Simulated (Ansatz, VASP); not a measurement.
# RbAsO3: VASP beside Ansatz

INCAR

```
ALGO = Normal
EDIFF = 1E-7
ENCUT = 520
ISIF = 2
ISMEAR = -1
LASPH = T
LCHARG = F
LREAL = F
LWAVE = F
NBANDS = 24
NELM = 60
PREC = Accurate
SIGMA = 0.1
```

KPOINTS

```
k-points
0
Gamma
  4 4 4
```

File POSCAR:

```
RbAsO3
1.0
    3.9394160000      0.0000000000      0.0000000000
    0.0000000000      3.9394160000      0.0000000000
    0.0000000000      0.0000000000      3.9394160000
Rb As O
1 1 3
Direct
    0.0000000000      0.0000000000      0.0000000000
    0.5000000000      0.5000000000      0.5000000000
    0.5000000000      0.5000000000      0.0000000000
    0.5000000000      0.0000000000      0.5000000000
    0.0000000000      0.5000000000      0.5000000000
```

Input for Ansatz:

```yaml
crystal:
  lattice:
    - [3.939416, 0.0, 0.0]
    - [0.0, 3.939416, 0.0]
    - [0.0, 0.0, 3.939416]
  atoms:
    - { symbol: Rb, position: [0.0, 0.0, 0.0] }
    - { symbol: As, position: [0.5, 0.5, 0.5] }
    - { symbol: O, position: [0.5, 0.5, 0.0] }
    - { symbol: O, position: [0.5, 0.0, 0.5] }
    - { symbol: O, position: [0.0, 0.5, 0.5] }
kpoints:
  mp_grid:
    grid: [4, 4, 4]
hamiltonian:
  xc: lda
  pseudopotentials:
    kind: paw
scf:
  occupations:
    method: fermi_dirac
    width: 0.1
output:
  forces: true
  stress: true
```

Alike in both runs: task single point; functional LDA; k mesh 4 × 4 × 4; occupations fermi-dirac, width 0.1 eV; no spin polarisation.

|  | VASP | Ansatz |
| --- | --- | --- |
| version | VASP 6.6.1 | Ansatz 0.2.0 |
| potentials or method | VASP PAW LDA potentials, release 64 (Rb_sv, As, O) | plane waves, PAW |
| plane-wave cutoff (eV) | 520 | 420 |
| valence electrons in the cell | 32 | 42 |

Ansatz gave:

| Property | Result |
| --- | --- |
| pressure (GPa) | -10.4 |

Task: Which values does VASP return?

Result: Pressure (GPa): -9.8.

LDA's correlation is that of Perdew and Zunger in VASP and of Perdew and Wang (1992) in Ansatz. VASP's potentials hold 32 valence electrons a cell and Ansatz's 42, so a difference there can come from the potentials and not from the codes.

The k mesh is coarse, so the values compare programs but aren't converged.
